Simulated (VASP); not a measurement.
Set up this calculation in VASP 6.6.1, as the native input.

- Task: single point
- Functional: PBE
- Potentials or basis: VASP PAW PBE potentials, release 64 (Sc_sv, Ge_d, Bi_d)
- Cutoff: 520 eV
- k mesh: 4 × 4 × 4
- Occupations: gaussian, width 0.1 eV
- Spin: no spin polarisation
- Dipole correction: no
- Further INCAR settings: ALGO = Fast; EDIFF = 1e-06; NBANDS = 80

The structure of Sc3GeBi6 lies in POSCAR:

```
Sc3GeBi6
1.0
    0.0000000000      5.0027802700      5.0027802700
    5.0027802700      0.0000000000      5.0027802700
    5.0027802700      5.0027802700      0.0000000000
Sc Ge Bi
3 1 6
Direct
    0.2500000000      0.2500000000      0.2500000000
    0.7500000000      0.7500000000      0.7500000000
    0.5000000000      0.5000000000      0.5000000000
    0.0000000000      0.0000000000      0.0000000000
    0.7755140100      0.2244859900      0.2244859900
    0.2244859900      0.7755140100      0.7755140100
    0.2244859900      0.7755140100      0.2244859900
    0.7755140100      0.2244859900      0.7755140100
    0.2244859900      0.2244859900      0.7755140100
    0.7755140100      0.7755140100      0.2244859900
```

One way to write it, as run:

INCAR

```
PREC = Accurate
ENCUT = 520
EDIFF = 1E-6
ISMEAR = 0
SIGMA = 0.1
LREAL = False
LASPH = True
NELM = 100
ALGO = Fast
ISIF = 2
LWAVE = False
LCHARG = False
GGA = PE
NBANDS = 80
```

KPOINTS

```
regular mesh
0
Gamma
  4 4 4
```

Potentials or basis: VASP PAW PBE potentials, release 64 (Sc_sv, Ge_d, Bi_d).

Run with:

```console
$ cat potpaw_PBE.64/Sc_sv/POTCAR potpaw_PBE.64/Ge_d/POTCAR potpaw_PBE.64/Bi_d/POTCAR > POTCAR
$ mpirun -np 1 vasp_std > vasp.out
```

It gave:

```yaml
Pressure: 32.7 GPa
Largest_force: 9.280 eV/Å
```

Caveat: forces of over 1 eV/Å act on the atoms, so gaps and moduli don't describe the material at rest.

Run time: 13 min on 1 thread of Oxide Virtual Turin-like Processor, with other jobs on the host, peak memory 0.45 GiB.
